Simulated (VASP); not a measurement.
Wanted: the native input for a VASP 6.6.1 run.

- Task: single point
- Functional: r2SCAN
- Potentials or basis: VASP PAW PBE potentials, release 64 (Pb_d, F, Cu)
- Cutoff: 520 eV
- k mesh: 8 × 8 × 4
- Occupations: fermi-dirac, width 0.0116 eV
- Spin: no spin polarisation
- Dipole correction: no
- Further INCAR settings: ALGO = Normal; EDIFF = 1e-07; NBANDS = 41

CuPbF:

```
CELL_PARAMETERS angstrom
3.62239 0.00000 0.00000
0.00000 3.62239 0.00000
0.00000 0.00000 7.96092
ATOMIC_POSITIONS crystal
Pb 0.00000 0.50000 0.21390
Pb 0.50000 0.00000 0.78610
F 0.00000 0.00000 0.00000
F 0.50000 0.50000 0.00000
Cu 0.00000 0.50000 0.55827
Cu 0.50000 0.00000 0.44173
```

The input as run:

POSCAR

```
CuPbF
1.0
    3.6223915171      0.0000000000      0.0000000000
    0.0000000000      3.6223915171      0.0000000000
    0.0000000000      0.0000000000      7.9609193061
Pb F Cu
2 2 2
Direct
    0.0000000000      0.5000000000      0.2138985435
    0.5000000000      0.0000000000      0.7861014565
    0.0000000000      0.0000000000      0.0000000000
    0.5000000000      0.5000000000      0.0000000000
    0.0000000000      0.5000000000      0.5582710808
    0.5000000000      0.0000000000      0.4417289192
```

INCAR.step1

```
SYSTEM = CuPbF
PREC = Accurate
ENCUT = 520
ISMEAR = -1
SIGMA = 0.0116
LREAL = .FALSE.
LASPH = .TRUE.
NELM = 80
NBANDS = 41
GGA = PE
ALGO = Normal
EDIFF = 1E-4
LWAVE = .TRUE.
LCHARG = .FALSE.
```

INCAR.step2

```
SYSTEM = CuPbF
PREC = Accurate
ENCUT = 520
EDIFF = 1E-7
ISMEAR = -1
SIGMA = 0.0116
LREAL = .FALSE.
LASPH = .TRUE.
NELM = 80
ALGO = Normal
ISIF = 2
LWAVE = .FALSE.
LCHARG = .FALSE.
METAGGA = R2SCAN
LMIXTAU = .TRUE.
NBANDS = 41
ISTART = 1
```

KPOINTS

```
Automatic mesh
0
G
  8 8 4
  0 0 0
```

Potentials or basis: VASP PAW PBE potentials, release 64 (Pb_d, F, Cu).

The run is started by

```sh
$ cat potpaw_PBE.64/Pb_d/POTCAR potpaw_PBE.64/F/POTCAR potpaw_PBE.64/Cu/POTCAR > POTCAR
$ cp INCAR.step1 INCAR
$ mpirun -np 1 vasp_std > vasp.out
$ cp INCAR.step2 INCAR
$ mpirun -np 1 vasp_std > vasp.out
```

It gave:

- Pressure: 0.1 GPa
- Largest force: 0.030 eV/Å
- Band gap on the k mesh: zero (bands 32 and 33 overlap by 2.40 eV)

Caveat: the PAW data sets were made with another functional, which shifts forces and pressure a little; spin-orbit coupling is left out, which moves the levels of the heavy elements.

Run time: 11 min on 1 thread of AMD EPYC 7R43 64-Core Processor (Zen 3), on a shared host, peak memory 0.3 GiB.
